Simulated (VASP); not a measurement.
A run of VASP 6.6.1:

The input INCAR:

```
  PREC = Accurate
  ENCUT = 520
  EDIFF = 1E-7
  ISMEAR = 0
  SIGMA = 0.1
  LREAL = F
  LASPH = T
  NELM = 60
  ALGO = Normal
  ISIF = 2
  LWAVE = F
  LCHARG = F
  GGA = PS
  NBANDS = 17
```

The input KPOINTS:

```
Automatic mesh
0
Gamma
  7 7 4
```

File POSCAR:

```
Pt
1.0
    2.7221896473     -0.0000028465      0.0000000000
   -1.3610923585      2.3574868117      0.0000000000
    0.0000000000      0.0000000000      4.7253339346
Pt
2
Direct
    0.6666666667      0.3333333333      0.7500000000
    0.3333333333      0.6666666667      0.2500000000
```

Potentials or basis: VASP PAW PBE potentials, release 64 (Pt).

Command:

```sh
$ cat potpaw_PBE.64/Pt/POTCAR > POTCAR
$ mpirun -np 1 vasp_std > vasp.out
```

Hardware: 1 thread of Intel(R) Xeon(R) 6975P-C (Granite Rapids), on a shared host.

Estimate the wall time of this run.

Run time: 9.1 s on 1 thread of Intel(R) Xeon(R) 6975P-C (Granite Rapids) (shared host), peak memory 0.14 GiB. Counts: scf iterations 13, k points 24.
